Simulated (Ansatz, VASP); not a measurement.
**One calculation of WCS, two programs**

```
CELL_PARAMETERS angstrom
3.17021 0.00000 0.00000
-1.58510 2.74548 0.00000
0.00000 0.00000 29.36471
ATOMIC_POSITIONS crystal
W 0.00000 0.00000 0.29952
C 0.33333 0.66667 0.33075
S 0.33333 0.66667 0.24341
```

Alike in both runs: functional PBE; k mesh 12 × 12 × 1; occupations gaussian, width 0.02 eV; no spin polarisation.

Ansatz relaxed the structure, and its values are those at the end. VASP's run is a single point on that final structure, the one shown.

|  | VASP | Ansatz |
| --- | --- | --- |
| version | VASP 6.6.1 | Ansatz 0.2.0 |
| potentials or method | VASP PAW PBE potentials, release 64 (W_sv, C, S), cutoff 520 eV | scalar-relativistic, plane waves, PAW |
| valence electrons in the cell | 24 | 24 |

```tsv
	VASP	Ansatz	Ansatz less VASP
gap on the k mesh at the Fermi level (eV)	0.59	0.59	-0.001
least direct gap on the mesh (eV)	0.61	0.61	0.000
rms of the force components (eV/Å)	0.027	0.000	-0.0271
```

Spin-orbit coupling is off throughout.
